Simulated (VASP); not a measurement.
# AlN (P6_3mc) in VASP: G0W0 quasiparticle levels with PBE

Aim: the G0W0 quasiparticle levels of AlN with PBE.

All numbers are computed with VASP 6.6.1; they aren't measurements. Logs are shortened: lines on timing, memory, paths and dates and some standing lists are left out, and cuts for length are marked.

## Step 1: The cell of the first run

The structure is hexagonal, space group P6_3mc (No. 186). Conventional cell: a = 3.113 Å, b = 3.113 Å, c = 4.981 Å, α = 90.00°, β = 90.00°, γ = 120.00°. Al (site symmetry 3m) has 4 N at 1.89 Å within 2.5 Å. N (site symmetry 3m) has 4 Al at 1.89 Å within 2.5 Å.

## Step 2: G0W0 quasiparticle levels, PBE

POSCAR

```
AlN
1.0
    3.1129999989      0.0000000000      0.0000000000
   -1.5564999994      2.6959370810      0.0000000000
    0.0000000000      0.0000000000      4.9810000000
Al N
2 2
Direct
    0.3333333333      0.6666666667      0.0000000000
    0.6666666667      0.3333333333      0.5000000000
    0.3333333333      0.6666666667      0.3800000000
    0.6666666667      0.3333333333      0.8800000000
```

INCAR.step1

```
SYSTEM = AlN
PREC = Accurate ; ENCUT = 500
EDIFF = 1E-8 ; ISMEAR = 0
SIGMA = 0.01 ; LREAL = .FALSE.
LASPH = .TRUE. ; NELM = 80
ALGO = Normal ; LWAVE = .TRUE.
LCHARG = .FALSE. ; GGA = PE
```

INCAR.step2

```
SYSTEM = AlN
PREC = Accurate ; ENCUT = 500
EDIFF = 1E-8 ; ISMEAR = 0
SIGMA = 0.01 ; LREAL = .FALSE.
LASPH = .TRUE. ; NELM = 1
ALGO = Exact ; LWAVE = .TRUE.
LCHARG = .FALSE. ; GGA = PE
NBANDS = 108 ; LOPTICS = .TRUE.
ISTART = 1
```

INCAR.step3

```
SYSTEM = AlN
PREC = Accurate ; ENCUT = 500
EDIFF = 1E-8 ; ISMEAR = 0
SIGMA = 0.01 ; LREAL = .FALSE.
LASPH = .TRUE. ; ALGO = EVGW0
LWAVE = .FALSE. ; LCHARG = .FALSE.
GGA = PE ; NELMGW = 1
NBANDS = 108 ; ENCUTGW = 100.0
NOMEGA = 48 ; PRECFOCK = Fast
ISTART = 1 ; NBANDSGW = 16
```

KPOINTS

```
regular mesh
0
G
  5 5 3
  0 0 0
```

Potentials or basis: VASP PAW PBE potentials, release 64 (Al_GW, N_GW).

The run is started by

```
> cat potpaw_PBE.64/Al_GW/POTCAR potpaw_PBE.64/N_GW/POTCAR > POTCAR
> cp INCAR.step1 INCAR
> mpirun -np 1 vasp_std > vasp.out
> cp INCAR.step2 INCAR
> mpirun -np 1 vasp_std > vasp.out
> cp INCAR.step3 INCAR
> mpirun -np 1 vasp_std > vasp.out
```

OUTCAR:

```text
SYSTEM = AlN
   PREC = Accurate
   ENCUT = 500
   EDIFF = 1E-8
   ISMEAR = 0
   LREAL = .FALSE.
   LASPH = .TRUE.
   GGA = PE
   NELMGW = 1
   ENCUTGW = 100.0
   PRECFOCK = Fast
   ISTART = 1

 ion  position               nearest neighbor table
   1  0.333  0.667  0.000-   3 1.89   4 1.89   4 1.89   4 1.89
   2  0.667  0.333  0.500-   4 1.89   3 1.89   3 1.89   3 1.89
   3  0.333  0.667  0.380-   1 1.89   2 1.89   2 1.89   2 1.89
   4  0.667  0.333  0.880-   2 1.89   1 1.89   1 1.89   1 1.89

  LATTYP: Found a hexagonal cell.
 ALAT       =     3.1129999989
 C/A-ratio  =     1.6000642473

  Lattice vectors:

 A1 = (   3.1129999989,   0.0000000000,   0.0000000000)
 A2 = (  -1.5564999994,   2.6959370810,   0.0000000000)
 A3 = (   0.0000000000,   0.0000000000,   4.9810000000)

Analysis of symmetry for initial positions (statically):
=====================================================================
 Subroutine PRICEL returns:
 Original cell was already a primitive cell.

 Routine SETGRP: Setting up the symmetry group for a
 hexagonal supercell.

 Subroutine GETGRP returns: Found 12 space group operations
 (whereof  6 operations were pure point group operations)
 out of a pool of 24 trial point group operations.

The static configuration has the point symmetry C_3v.
 The point group associated with its full space group is C_6v.

Analysis of symmetry for dynamics (positions and initial velocities):
=====================================================================
 Subroutine PRICEL returns:
 Original cell was already a primitive cell.

 Routine SETGRP: Setting up the symmetry group for a
 hexagonal supercell.

 Subroutine GETGRP returns: Found 12 space group operations
 (whereof  6 operations were pure point group operations)
 out of a pool of 24 trial point group operations.

The dynamic configuration has the point symmetry C_3v.
 The point group associated with its full space group is C_6v.

 Subroutine INISYM returns: Found 12 space group operations
 (whereof  6 operations are pure point group operations),
 and found     1 'primitive' translations

----------------------------------------------------------------------------------------

[... 61 lines left out ...]
  0.200000  0.200000  0.333333     12.000000
  0.400000  0.200000  0.333333     12.000000
   k-points           NKPTS =     10   k-points in BZ     NKDIM =     75   number of bands    NBANDS=    108
   number of dos      NEDOS =    301   number of ions     NIONS =      4
   total plane-waves  NPLWV =  20736
   dimension x,y,z NGX =    24 NGY =   24 NGZ =   36
   dimension x,y,z NGXF=    48 NGYF=   48 NGZF=   72
   ions per type =               2   2
   NGX,Y,Z   is equivalent  to a cutoff of  12.82, 12.82, 12.02 a.u.
   NGXF,Y,Z  is equivalent  to a cutoff of  25.63, 25.63, 24.03 a.u.
 SYSTEM =  AlN
   PREC   = accura    normal or accurate (medium, high low for compatibility)
   ISTART =      1    job   : 0-new  1-cont  2-samecut
   ICHARG =      0    charge: 1-file 2-atom 10-const
   ISPIN  =      1    spin polarized calculation?
   LNONCOLLINEAR =      F non collinear calculations
   LSORBIT =      F    spin-orbit coupling
   LASPH  =      T    aspherical Exc in radial PAW
   ENCUT  =  500.0 eV  36.75 Ry    6.06 a.u.   5.68  5.68  9.08*2*pi/ulx,y,z
   NELM   =     60;   NELMIN=  2; NELMDL=  0     # of ELM steps
   EDIFF  = 0.1E-07   stopping-criterion for ELM
   LREAL  =      F    real-space projection
   EDIFFG = 0.1E-06   stopping-criterion for IOM
   NSW    =      0    number of steps for IOM
   IBRION =     -1    ionic relax: 0-MD 1-quasi-New 2-CG
   NFREE  =      0    steps in history (QN), initial steepest desc. (CG)
   ISIF   =      0    stress and relaxation
   ISYM   =      3    0-nonsym 1-usesym 2-fastsym
   POTIM  = 0.5000    time-step for ionic-motion
   TEBEG  =    0.0;   TEEND  =   0.0 temperature during run
   PSTRESS=    0.0 pullay stress
   NELECT =      16.0000    total number of electrons
   NUPDOWN=      -1.0000    fix difference up-down
   EMIN   =  10.00;   EMAX   =-10.00  energy-range for DOS
   EFERMI =   0.00;   METHOD = LEGACY
   ISMEAR =     0;   SIGMA  =   0.01  broadening in eV -4-tet -1-fermi 0-gaus
   EFERMI_NEDOS =   21; number of points for ismear=-14 and -15
   IALGO  =     38    algorithm
   IMIX   =      4    mixing-type and parameters
     AMIX     =   0.40;   BMIX     =  1.00
     AMIX_MAG =   1.60;   BMIX_MAG =  1.00
  volume/ion in A,a.u.               =      10.45        70.52
  Fermi-wavevector in a.u.,A,eV,Ry     =   1.188629  2.246183 19.222843  1.412839
  Thomas-Fermi vector in A             =   2.324754
   LORBIT       =      0    0 simple, 1 ext, 2 COOP (PROOUT), +10 PAW based schemes
   GGA     = PE    functional components
   LHFCALC =     T    Hartree Fock is set to
   PRECFOCK=fast      Normal, Fast or Accurate (Low or Medium for compatibility)
   ENCUT4O =  -1.0   cutoff for four orbital integrals eV
   NKREDX  =     1    reduce k-point grid by
   NKREDY  =     1    reduce k-point grid by
   NKREDZ  =     1    reduce k-point grid by
   AEXX    =    1.0000 exact exchange contribution
   HFSCREEN=    0.0000 screening length (either q_TF or 0.3 A-1)
   HFSCREENC=   0.0000 screening length for correlation (either q_TF or 0.3 A-1)
   ENCUTFOCK=  -1.0 apply spherical cutoff to Coloumb kernel
   IVDW    =     0    specifies the selected vdW correction
   LEPSILON=     F    determine dielectric tensor
   LRPA    =     F    only Hartree local field effects (RPA)
   LRPAFORCE           =     F    calculate RPA forces
   ENCUTGW             = 100.0    cutoff for response function in eV
   ENCUTGWSOFT         =  80.0    soft cutoff for Coulomb kernel in GW response function in eV
   ENCUTLF             =  -1.0    cutoff for local field effects
   NELMGW              =     1    number of iterations in solving QP/BSE equation
   NELMHF              =     1    number of iterations in the inner HF iteration
   NKREDLFX            =     1    NKREDLFY  =   1   NKREDLFZ  =   1
 non-spin polarized calculation
 Gauss-broadening in eV      SIGMA  =   0.01
  energy-cutoff  :      500.00
  volume of cell :       41.80
 maximum number of plane-waves:      1087
 NGX is ok and might be reduce to    24
  NGX = 14; NGY = 14; NGZ = 24
   NGX = 11   NGY = 11   NGZ = 19
 maximum number of plane-waves:       104
 NGX is ok and might be reduce to    14

 QP shifts <psi_nk| G(iteration)W_0 |psi_nk>: iteration 1
 for sc-GW calculations column KS-energies equals QP-energies in previous step
 and V_xc(KS)=  KS-energies - (<T + V_ion + V_H > + <T+V_H+V_ion>^1  + <V_x>^1)

 k-point   1 :       0.0000    0.0000    0.0000
  band No.  KS-energies  QP-energies   sigma(KS)   V_xc(KS)     V^pw_x(r,r')   Z            occupation Imag(sigma)

      1     -10.0590     -11.4400     -16.7080     -14.7943     -24.7716       0.7216       2.0000       1.2476
      2      -7.9098      -9.1348     -18.0569     -16.3492     -25.8646       0.7173       2.0000       0.9763
      3      -0.8756      -2.0824     -14.3006     -12.6512     -18.5314       0.7317       2.0000       0.2169
      4       4.2729       3.4997     -17.2957     -16.2998     -20.6173       0.7764       2.0000       0.0921
      5       4.2729       3.4997     -17.2957     -16.2998     -20.6173       0.7764       2.0000       0.0921
      6       4.9262       4.2545     -17.6267     -16.7670     -20.8178       0.7812       2.0000       0.0859
[... 175 lines left out ...]
      2      -7.4922      -8.7082     -18.3706     -16.7021     -26.1224       0.7288       2.0000       0.9336
      3      -0.1656      -1.3539     -14.6469     -13.0409     -18.6854       0.7399       2.0000       0.1812
      4       0.2936      -0.8577     -14.9497     -13.4027     -18.9047       0.7442       2.0000       0.1669
      5       1.6781       0.5874     -15.3293     -13.8985     -18.8994       0.7624       2.0000       0.1270
      6       2.5908       1.5864     -15.8646     -14.5596     -19.2872       0.7697       2.0000       0.1108
[... 8 lines left out ...]
     15      18.2979      19.4725     -10.6014     -12.1152      -5.3180       0.7760       0.0000      -0.2022
     16      19.6787      20.7594      -9.9686     -11.3633      -4.3387       0.7748       0.0000      -0.2774
```

Run time: 7 min. Hardware: 1 thread of Intel Xeon 8259CL, shared host; peak memory 0.45 GiB.

What came out:

```
Quasiparticle gap                                   : 5.69 eV
Least direct quasiparticle gap                      : 5.69 eV
Band gap of the starting levels on the mesh         : 4.22 eV
Least direct gap of the starting levels on the mesh : 4.22 eV
```

Caveat: the k points lie up to 0.47 Å⁻¹ apart; bands, screening cutoff and mesh are small and nothing is extrapolated, so the quasiparticle values aren't converged.
